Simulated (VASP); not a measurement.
Set up this calculation in VASP 6.6.1, as the native input.

```
Task                   : single point
Functional             : r2SCAN
Potentials or basis    : VASP PAW PBE potentials, release 64 (Cr_pv)
Cutoff                 : 520 eV
k mesh                 : 15 × 15 × 15
Occupations            : fermi-dirac, width 0.1 eV
Spin                   : no spin polarisation
Dipole correction      : no
Further INCAR settings : ALGO = Normal; EDIFF = 1e-07; NBANDS = 12
```

Crystal: Cr.

```xyz
1
Lattice="-1.4150 1.4150 1.4150 1.4150 -1.4150 1.4150 1.4150 1.4150 -1.4150" Properties=species:S:1:pos:R:3 pbc="T T T"
Cr    0.0000    0.0000    0.0000
```

The input as run:

POSCAR

```
Cr
1.0
   -1.4149597588      1.4149597588      1.4149597588
    1.4149597588     -1.4149597588      1.4149597588
    1.4149597588      1.4149597588     -1.4149597588
Cr
1
Direct
    0.0000000000      0.0000000000      0.0000000000
```

INCAR.step1

```
SYSTEM = Cr
PREC     = Accurate       ! precision mode
ENCUT    = 520            ! plane-wave cutoff, eV
ISMEAR   = -1             ! smearing method
SIGMA    = 0.1            ! smearing width, eV
LREAL    = .False.        ! projectors in reciprocal space
LASPH    = .True.         ! aspherical terms in the spheres
NELM     = 60             ! most SCF steps
NBANDS   = 12             ! bands
GGA      = PE             ! functional
ALGO     = Normal         ! electronic algorithm
EDIFF    = 1E-4           ! SCF threshold, eV
LWAVE    = .True.         ! write WAVECAR
LCHARG   = .False.        ! write CHGCAR
```

INCAR.step2

```
SYSTEM = Cr
PREC     = Accurate       ! precision mode
ENCUT    = 520            ! plane-wave cutoff, eV
EDIFF    = 1E-7           ! SCF threshold, eV
ISMEAR   = -1             ! smearing method
SIGMA    = 0.1            ! smearing width, eV
LREAL    = .False.        ! projectors in reciprocal space
LASPH    = .True.         ! aspherical terms in the spheres
NELM     = 60             ! most SCF steps
ALGO     = Normal         ! electronic algorithm
ISIF     = 2              ! what is computed and relaxed
LWAVE    = .False.        ! write WAVECAR
LCHARG   = .False.        ! write CHGCAR
METAGGA  = R2SCAN         ! meta-GGA
LMIXTAU  = .True.       
NBANDS   = 12             ! bands
ISTART   = 1
```

KPOINTS

```
regular mesh
0
Gamma
  15 15 15
  0 0 0
```

Potentials or basis: VASP PAW PBE potentials, release 64 (Cr_pv).

Command:

```bash
$ cat potpaw_PBE.64/Cr_pv/POTCAR > POTCAR
$ cp INCAR.step1 INCAR
$ mpirun -np 1 vasp_std > vasp.out
$ cp INCAR.step2 INCAR
$ mpirun -np 1 vasp_std > vasp.out
```

Results of the run:

The pressure is 0.6 GPa. The band gap on the k mesh is zero (bands 6 and 7 overlap by 3.41 eV).

Caveat: the PAW data sets were made with another functional, which shifts forces and pressure a little; the run has no spin polarisation, though such a crystal can be magnetic.

Run time: 37 s on 1 thread of Intel(R) Xeon(R) Platinum 8488C (Sapphire Rapids), on a shared host, peak memory 0.13 GiB.
